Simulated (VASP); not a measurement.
Input of a VASP 6.6.1 run:

Contents of INCAR:

```
PREC = Accurate
ENCUT = 520
EDIFF = 1E-6
ISMEAR = 0
SIGMA = 0.05
LREAL = F
LASPH = T
NELM = 100
ALGO = Normal
ISIF = 2
LWAVE = F
LCHARG = F
GGA = PS
NBANDS = 17
```

File KPOINTS:

```
regular mesh
0
Gamma
  10 10 10
```

POSCAR

```
PbS
1.0
    0.0000000000      2.9650000000      2.9650000000
    2.9650000000      0.0000000000      2.9650000000
    2.9650000000      2.9650000000      0.0000000000
Pb S
1 1
Direct
    0.0709308600     -0.0959156830     -0.0144586847
    0.5000000000      0.5000000000      0.5000000000
```

Potentials or basis: VASP PAW PBE potentials, release 64 (Pb_d, S).

Run with:

```console
$ cat potpaw_PBE.64/Pb_d/POTCAR potpaw_PBE.64/S/POTCAR > POTCAR
$ mpirun -np 1 vasp_std > vasp.out
```

Question: What does it give for the pressure?

Answer: 1.4 GPa.

Question: What does it give for the band gap on the k mesh?

Answer: 0.51 eV, direct.

Question: Estimate the largest force.

Answer: 0.640 eV/Å.

Forces in eV/Å, atoms in the order of the input:
```
Pb   0.597 -0.214  0.082
S   -0.597  0.214 -0.082
```

Caveat: the cell differs from its parent crystal (one atom moved); the PAW data sets were made with another functional, which shifts forces and pressure a little; spin-orbit coupling is left out, which moves the levels of the heavy elements. A k mesh can miss the band edges.
